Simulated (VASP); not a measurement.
The system is PbS (Galena).

```
CELL_PARAMETERS angstrom
0.00000 2.94585 2.94585
2.94585 0.00000 2.94585
2.94585 2.94585 0.00000
ATOMIC_POSITIONS crystal
Pb 0.00000 0.00000 0.00000
S 0.50000 0.50000 0.50000
```

Base run:

- Program: VASP 6.6.1
- Functional: PBEsol
- Dispersion: D4
- Potentials or basis: VASP PAW PBE potentials, release 64 (Pb_d, S)
- Cutoff: 520 eV
- k mesh: 8 × 8 × 8
- Occupations: fermi-dirac, width 0.05 eV
- Spin: no spin polarisation

Its results: band gap on the k mesh 0.18 eV, direct; pressure -1.0 GPa.

Question: The run is repeated on the same cell with these changes: functional from PBEsol to BLYP; further incar settings from ALGO = Normal; EDIFF = 1e-06; NBANDS = 17 to ALGO = Normal; EDIFF = 1e-07; NBANDS = 17. What comes out?

Answer: Band gap on the k mesh 0.41 eV, direct; pressure 3.2 GPa.

Caveats: the PAW data sets were made with another functional, which shifts forces and pressure a little; spin-orbit coupling is left out, which moves the levels of the heavy elements.

A k mesh can miss the band edges.
